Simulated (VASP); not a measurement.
Set up this calculation in VASP 6.6.1, as the native input.

```yaml
Task: single point
Functional: r2SCAN
Dispersion: rVV10
Potentials_or_basis: VASP PAW PBE potentials, release 64 (Be, Te)
Cutoff: 660 eV
k_mesh: 8 × 8 × 8
Occupations: gaussian, width 0.02 eV
Spin: no spin polarisation
Dipole_correction: no
Further_INCAR_settings: ALGO = Normal; EDIFF = 1e-06; NBANDS = 11
```

The system is BeTe (r.b).

```
Be Te
1.0
     0.00000    2.81851    2.81851
     2.81851    0.00000    2.81851
     2.81851    2.81851    0.00000
Be Te
1 1
Cartesian
  0.0000 0.0000 0.0000
  1.4093 1.4093 1.4093
```

One way to write it, as run:

POSCAR

```
BeTe
1.0
    0.0000000000      2.8185122989      2.8185122989
    2.8185122989      0.0000000000      2.8185122989
    2.8185122989      2.8185122989      0.0000000000
Be Te
1 1
Direct
    0.0000000000      0.0000000000      0.0000000000
    0.2500000000      0.2500000000      0.2500000000
```

INCAR.step1

```
SYSTEM = BeTe
ALGO = Normal
EDIFF = 1E-5
ENCUT = 660
GGA = PE
GGA_COMPAT = .FALSE.
ISMEAR = 0
LASPH = .TRUE.
LCHARG = .FALSE.
LREAL = .FALSE.
LWAVE = .TRUE.
NBANDS = 11
NELM = 120
PREC = Accurate
SIGMA = 0.02
```

INCAR.step2

```
SYSTEM = BeTe
ALGO = Normal
BPARAM = 11.95
CPARAM = 0.0093
EDIFF = 1E-6
ENCUT = 660
GGA_COMPAT = .FALSE.
ISIF = 2
ISMEAR = 0
ISTART = 1
IVDW_NL = 2
LASPH = .TRUE.
LCHARG = .FALSE.
LMIXTAU = .TRUE.
LREAL = .FALSE.
LUSE_VDW = .TRUE.
LWAVE = .FALSE.
METAGGA = R2SCAN
NBANDS = 11
NELM = 120
PREC = Accurate
SIGMA = 0.02
```

KPOINTS

```
k-points
0
G
  8 8 8
  0 0 0
```

Potentials or basis: VASP PAW PBE potentials, release 64 (Be, Te).

Launch:

```bash
$ cat potpaw_PBE.64/Be/POTCAR potpaw_PBE.64/Te/POTCAR > POTCAR
$ cp INCAR.step1 INCAR
$ mpirun -np 1 vasp_std > vasp.out
$ cp INCAR.step2 INCAR
$ mpirun -np 1 vasp_std > vasp.out
```

It gave:

```
Pressure               : 0.3 GPa
Band gap on the k mesh : 2.28 eV, indirect (least direct gap 4.00 eV)
```

Caveat: the PAW data sets were made with another functional, which shifts forces and pressure a little; spin-orbit coupling is left out, which moves the levels of the heavy elements.

It took 84 s on 1 thread of Intel(R) Xeon(R) Platinum 8488C (Sapphire Rapids), on a shared host, peak memory 0.38 GiB.
